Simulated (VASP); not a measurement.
## CdS: single point with PBE

Crystal: CdS.

```
Cd S
1.0
     0.00000    2.67720    2.67720
     2.67720    0.00000    2.67720
     2.67720    2.67720    0.00000
Cd S
1 1
Direct
  0.00000 0.00000 0.00000
  0.75000 0.75000 0.75000
```

This cell differs from its parent crystal: strain -0.080 along x and y, -0.080 along z.

```json
{
 "Program": "VASP 6.6.1",
 "Task": "single point",
 "Functional": "PBE",
 "Potentials or basis": "VASP PAW PBE potentials, release 64 (Cd, S)",
 "Cutoff": "520 eV",
 "k mesh": "8 × 8 × 8",
 "Occupations": "gaussian, width 0.05 eV",
 "Spin": "no spin polarisation",
 "Dipole correction": "no",
 "Further INCAR settings": "ALGO = Normal; EDIFF = 1e-06; NBANDS = 16"
}
```

```yaml
Pressure: 33.7 GPa
Band_gap_on_the_k_mesh: 1.64 eV, direct
```

Levels at points of the mesh, in eV from the valence-band top:
```csv
k point,band 6,band 7,band 8,band 9,band 10,band 11,band 12,band 13
"(0.00, 0.00, 0.00)",-8.22,0.00,0.00,0.00,1.64,6.29,6.29,6.29
"(0.50, 0.00, 0.00)",-7.57,-6.28,-1.21,-1.21,3.25,6.83,6.83,8.09
"(0.50, 0.50, 0.00)",-7.49,-5.23,-2.97,-2.97,2.99,4.36,10.53,12.24
```

Wall time 14 s on 1 thread of Intel Xeon 6975P-C, with other jobs on the host, peak memory 0.16 GiB.

Caveat: the cell differs from its parent crystal (strain -0.080 along x and y, -0.080 along z).
